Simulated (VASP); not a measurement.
Input of a VASP 6.6.1 run:

POSCAR

```
Ti
1.0
    3.0078578261      0.0000000000      0.0000000000
   -1.5039289131      2.6048812885      0.0000000000
    0.0000000000      0.0000000000      4.7717880089
Ti
2
Direct
    0.6666666667      0.3333333333      0.7500000000
    0.3333333333      0.6666666667      0.2500000000
```

The input INCAR.step1:

```
  PREC = Accurate
  ENCUT = 520
  ISMEAR = -1
  SIGMA = 0.05
  LREAL = F
  LASPH = T
  NELM = 100
  NBANDS = 19
  GGA = PE
  ALGO = Normal
  EDIFF = 1E-4
  LWAVE = T
  LCHARG = F
```

The input INCAR.step2:

```
  PREC = Accurate
  ENCUT = 520
  EDIFF = 1E-6
  ISMEAR = -1
  SIGMA = 0.05
  LREAL = F
  LASPH = T
  NELM = 100
  ALGO = Normal
  ISIF = 2
  LWAVE = F
  LCHARG = F
  METAGGA = R2SCAN
  LMIXTAU = T
  NBANDS = 19
  ISTART = 1
```

Contents of KPOINTS:

```
regular mesh
0
Gamma
  10 10 6
```

Potentials or basis: VASP PAW PBE potentials, release 64 (Ti_sv).

Command:

```sh
$ cat potpaw_PBE.64/Ti_sv/POTCAR > POTCAR
$ cp INCAR.step1 INCAR
$ mpirun -np 1 vasp_std > vasp.out
$ cp INCAR.step2 INCAR
$ mpirun -np 1 vasp_std > vasp.out
```

Task: What does it give for the pressure?

Result: -7.6 GPa.

Task: What does it give for the band gap on the k mesh?

Result: Zero (band 12 reaches 8.45 eV, above the bottom of band 13 at 7.27 eV).

Stress tensor (GPa, compression positive):
```
-7.44  0.00  0.00
 0.00 -7.44  0.00
 0.00  0.00 -7.78
```

Caveat: the PAW data sets were made with another functional, which shifts forces and pressure a little.
